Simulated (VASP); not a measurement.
**MgB2: relaxation of cell and atoms with PBE**

MgB2:

```xyz
3
Lattice="1.5196 0.8773 4.1741 -1.5196 0.8773 4.1741 0.0000 -1.7547 4.1741" Properties=species:S:1:pos:R:3 pbc="T T T"
Mg    0.0000    0.0000    0.0000
B     0.0000    0.0000   10.2844
B     0.0000    0.0000    2.2380
```

```yaml
Program: VASP 6.6.1
Task: relaxation of cell and atoms
Functional: PBE
Potentials_or_basis: VASP PAW PBE potentials, release 64 (Mg, B)
Cutoff: 600 eV
k_mesh: 18 × 18 × 18
Occupations: gaussian, width 0.1 eV
Spin: no spin polarisation
Dipole_correction: no
Further_INCAR_settings: ALGO = Normal; EDIFF = 1e-06; IBRION = 2; EDIFFG = -0.01; NSW = 100; ISIF = 3
```

| Quantity | Value |
| --- | --- |
| Relaxed volume | 11.12 Å³/atom |
| Relaxed cell | a = 4.507 Å, b = 4.507 Å, c = 4.507 Å, α = 39.51°, β = 39.51°, γ = 39.51° |
| Space group after relaxing (to 0.05 Å) | R-3m (No. 166) |
| Energy gained by relaxing | 0.6 meV/atom |
| Ionic steps | 4 |
| Pressure after relaxing | -0.1 GPa |
| Largest force after relaxing | 0.005 eV/Å |
| Band gap on the k mesh | zero (band 4 reaches 5.37 eV, above the bottom of band 5 at 2.89 eV) |

Forces on the atoms (eV/Å):
```
Mg   0.000  0.000  0.000
B    0.000  0.000 -0.005
B    0.000  0.000  0.005
```

The path:
| step | energy change (eV) | largest force (eV/Å) | pressure (GPa) | volume (Å³) |
| --- | --- | --- | --- | --- |
| 1 | 0.0000 | 0.0944 | -0.22 | 33.39 |
| 2 | -0.0016 | 0.0186 | 0.12 | 33.31 |
| 3 | -0.0016 | 0.0186 | 0.12 | 33.31 |
| 4 | -0.0017 | 0.0050 | -0.06 | 33.35 |

Final structure:
```
CELL_PARAMETERS angstrom
1.52319 0.87942 4.14957
-1.52319 0.87942 4.14957
0.00000 -1.75883 4.14957
ATOMIC_POSITIONS crystal
Mg 0.00000 0.00000 0.00000
B 0.82158 0.82158 0.82158
B 0.17842 0.17842 0.17842
```

Levels at points of the mesh, in eV from the Fermi level:
```tsv
k point	band 1	band 2	band 3	band 4	band 5	band 6	band 7	band 8
(0.00, 0.00, 0.00)	-11.60	-4.04	-1.40	1.19	1.19	8.08	8.08	9.45
(0.50, 0.00, 0.00)	-7.70	-6.73	-1.76	-1.16	1.40	3.64	4.84	6.61
(0.50, 0.50, 0.00)	-7.45	-6.53	-2.13	-1.32	-1.25	5.01	7.84	7.94
(0.50, 0.50, 0.50)	-10.92	-7.13	1.23	1.23	4.36	7.04	7.59	7.59
```

Wall time 8.3 min on 1 thread of Intel(R) Xeon(R) 6975P-C (Granite Rapids) (shared host), peak memory 0.39 GiB.
